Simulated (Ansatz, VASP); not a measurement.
## GaP: VASP beside Ansatz

```
CELL_PARAMETERS angstrom
0.00000 2.72316 2.72316
2.72316 0.00000 2.72316
2.72316 2.72316 0.00000
ATOMIC_POSITIONS crystal
Ga 0.00000 0.00000 0.00000
P 0.75000 0.75000 0.75000
```

Alike in both runs: functional PBE; dispersion D3(BJ); k mesh 8 × 8 × 8; occupations gaussian, width 0.02 eV; no spin polarisation.

Ansatz relaxed the structure, and its values are those at the end. VASP's run is a single point on that final structure, the one shown.

|  | VASP | Ansatz |
| --- | --- | --- |
| version | VASP 6.6.1 | Ansatz 0.2.0 |
| potentials or method | VASP PAW PBE potentials, release 64 (Ga_d, P), cutoff 520 eV | scalar-relativistic, plane waves, PAW |
| valence electrons in the cell | 18 | 18 |

Ansatz gave:

- gap on the k mesh at the Fermi level (eV): 1.64
- least direct gap on the mesh (eV): 1.85
- pressure (GPa): 0.0

**Question.** Which values does VASP return?

**Answer.** gap on the k mesh at the Fermi level (eV): 1.64; least direct gap on the mesh (eV): 1.85; pressure (GPa): -0.1.
